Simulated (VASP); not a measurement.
Wanted: the native input for a VASP 6.6.1 run.

- Task: single point
- Functional: PBE
- Potentials or basis: VASP PAW PBE potentials, release 64 (W_sv, F)
- Cutoff: 520 eV
- k mesh: 3 × 3 × 3
- Occupations: methfessel-paxton, width 0.1 eV
- Spin: no spin polarisation
- Dipole correction: no
- Further INCAR settings: LREAL = Auto; ALGO = Normal; EDIFF = 1e-06; NBANDS = 130

The structure of W16F (a cell with a defect) lies in POSCAR:

```
W16F
1.0
    6.3684112200      0.0000000000      0.0000000000
    0.0000000000      6.3684112200      0.0000000000
    0.0000000000      0.0000000000      6.3684112200
W F
16 1
Direct
    0.0065617622     -0.0054366778     -0.0064483901
    0.2491894674      0.2494316000      0.2424081842
    0.0049879003     -0.0016844076      0.4935490017
    0.2491835004      0.2494311289      0.7446833812
    0.0065336547      0.5043275142     -0.0064548281
    0.2476518782      0.7494784547      0.2386917156
    0.0050169499      0.5006063349      0.4935336132
    0.2476551758      0.7494814382      0.7483877588
    0.5003260452     -0.0017914986     -0.0064598529
    0.7728210114      0.2494273603      0.2139010741
    0.4814499086     -0.0301285506      0.4935381670
    0.7728244659      0.2494201372      0.7731810698
    0.5002816071      0.5006809218     -0.0064529438
    0.7538519160      0.7494492480      0.2422608947
    0.4813859994      0.5291434368      0.4935468033
    0.7538541143      0.7494410827      0.7448253318
    0.6271093153      0.2495314679      0.4935430347
```

The input as run:

INCAR

```
SYSTEM = W16F
ALGO = Normal
EDIFF = 1E-6
ENCUT = 520
GGA = PE
ISIF = 2
ISMEAR = 1
LASPH = .TRUE.
LCHARG = .FALSE.
LREAL = Auto
LWAVE = .FALSE.
NBANDS = 130
NELM = 80
PREC = Accurate
SIGMA = 0.1
```

KPOINTS

```
k-points
0
G
  3 3 3
  0 0 0
```

Potentials or basis: VASP PAW PBE potentials, release 64 (W_sv, F).

Run with:

```sh
$ cat potpaw_PBE.64/W_sv/POTCAR potpaw_PBE.64/F/POTCAR > POTCAR
$ mpirun -np 1 vasp_std > vasp.out
```

It gave:

```json
{"Pressure": "13.8 GPa", "Largest force": "0.111 eV/Å", "Band gap on the k mesh": "zero (an odd number of electrons rules out a gap without spin polarisation)"}
```

Caveat: spin-orbit coupling is left out, which moves the levels of the heavy elements; an odd number of electrons without spin polarisation forces a metal; a magnetic or distorted state may lie lower.

Wall time 26 min on 1 thread of AMD EPYC 7R43 64-Core Processor (Zen 3) (shared host), peak memory 0.45 GiB.
